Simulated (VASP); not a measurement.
Set up this calculation in VASP 6.6.1, as the native input.

| Item | Value |
| --- | --- |
| Task | single point |
| Functional | PBEsol |
| Potentials or basis | VASP PAW PBE potentials, release 64 (Mg, O) |
| Cutoff | 600 eV |
| k mesh | 9 × 9 × 4 |
| Occupations | gaussian, width 0.05 eV |
| Spin | no spin polarisation |
| Dipole correction | no |
| Further INCAR settings | ALGO = Normal; EDIFF = 1e-06; NBANDS = 26 |

The structure of MgO lies in POSCAR:

```
MgO
1.0
    3.3034678071      0.0000000000      0.0000000000
   -1.6517339036      2.8608870415      0.0000000000
    0.0000000000      0.0000000000     10.0387760228
Mg O
4 4
Direct
    0.2509956156      0.6666666667     -0.0095965247
    0.4156710511      0.6666666667      0.5132548667
    0.6196146229      0.3333333333      0.2474406148
    0.7137187104      0.3333333333      0.7562177272
    0.2836549019      0.6666666667      0.1900862553
    0.3830117647      0.6666666667      0.7108554027
    0.7437872471      0.3333333333      0.4552458632
    0.5895460863      0.3333333333      0.9456957948
```

This cell differs from its parent crystal: atoms displaced along a vibrational mode.

One way to write it, as run:

INCAR

```
SYSTEM = MgO
  PREC = Accurate
  ENCUT = 600
  EDIFF = 1E-6
  ISMEAR = 0
  SIGMA = 0.05
  LREAL = .False.
  LASPH = .True.
  NELM = 120
  ALGO = Normal
  ISIF = 2
  LWAVE = .False.
  LCHARG = .True.
  GGA = PS
  LELF = .True.
  LVHAR = .True.
  NBANDS = 26
  GGA_COMPAT = .False.
```

KPOINTS

```
Automatic mesh
0
Gamma
  9 9 4
  0 0 0
```

Potentials or basis: VASP PAW PBE potentials, release 64 (Mg, O).

Command:

```sh
$ cat potpaw_PBE.64/Mg/POTCAR potpaw_PBE.64/O/POTCAR > POTCAR
$ mpirun -np 1 vasp_std > vasp.out
```

It gave:

The pressure is -0.4 GPa and the largest force is 1.040 eV/Å. The band gap on the k mesh is 3.10 eV.

Caveat: the cell differs from its parent crystal (atoms displaced along a vibrational mode); the PAW data sets were made with another functional, which shifts forces and pressure a little; an odd mesh through Γ misses points on the zone boundary, where band edges can lie.

Run time: 3.9 min on 1 thread of Intel(R) Xeon(R) 6975P-C (Granite Rapids), with other jobs on the host, peak memory 0.52 GiB.
